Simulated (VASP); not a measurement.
Runs of VASP 6.6.1 on CdS. The structure is that of space group P6_3mc (No. 186), or close to it. The cells are those of the table. 

| task | cell | cutoff (eV) | gap on the mesh (eV) | pressure (GPa) | largest force (eV/Å) |
| --- | --- | --- | --- | --- | --- |
| relaxation of shape and atoms at fixed volume | relaxed from a = 4.246, b = 4.246, c = 6.898 Å, angles 90.0, 90.0, 120.0°, 4 atoms | 600 | 1.48 | -2.9 | - |
| single point | a = 4.164, b = 4.164, c = 6.765 Å, angles 90.0, 90.0, 120.0°, 4 atoms | 520 | (a) | 0.3 | - |
| single point | a = 4.246, b = 4.246, c = 6.898 Å, angles 90.0, 90.0, 120.0°, 4 atoms | 520 | 1.48 | -2.9 | - |
| relaxation of cell and atoms | relaxed from a = 4.150, b = 4.150, c = 6.737 Å, angles 90.0, 90.0, 120.0°, 4 atoms | 600 | 1.62 | 0.0 | - |
| relaxation of shape and atoms at fixed volume | relaxed from a = 4.122, b = 4.122, c = 6.697 Å, angles 90.0, 90.0, 120.0°, 4 atoms | 600 | 1.70 | 2.3 | - |
| single point | a = 4.205, b = 4.205, c = 6.832 Å, angles 90.0, 90.0, 120.0°, 4 atoms | 520 | 1.55 | -1.4 | - |
| single point | a = 4.122, b = 4.122, c = 6.697 Å, angles 90.0, 90.0, 120.0°, 4 atoms | 520 | 1.70 | 2.3 | - |
| single point | a = 4.079, b = 4.079, c = 6.627 Å, angles 90.0, 90.0, 120.0°, 4 atoms | 520 | 1.78 | 4.7 | 0.01 |
| relaxation of shape and atoms at fixed volume | relaxed from a = 4.205, b = 4.205, c = 6.832 Å, angles 90.0, 90.0, 120.0°, 4 atoms | 600 | 1.55 | -1.4 | - |
| relaxation of shape and atoms at fixed volume | relaxed from a = 4.079, b = 4.079, c = 6.627 Å, angles 90.0, 90.0, 120.0°, 4 atoms | 600 | 1.78 | 4.7 | 0.01 |

Alike in all rows: level r2SCAN; potentials or basis VASP PAW PBE potentials, release 64 (Cd, S); no spin polarisation; k mesh 6 × 6 × 4; smearing gaussian 0.02 eV.

Fill in the values left out.

(a) 1.63.

Caveats: the PAW data sets were made with another functional, which shifts forces and pressure a little; the relaxation stopped at its first step, so nothing moved (some runs).

A k mesh can miss the band edges, and the runs leave out spin-orbit coupling on Cd.
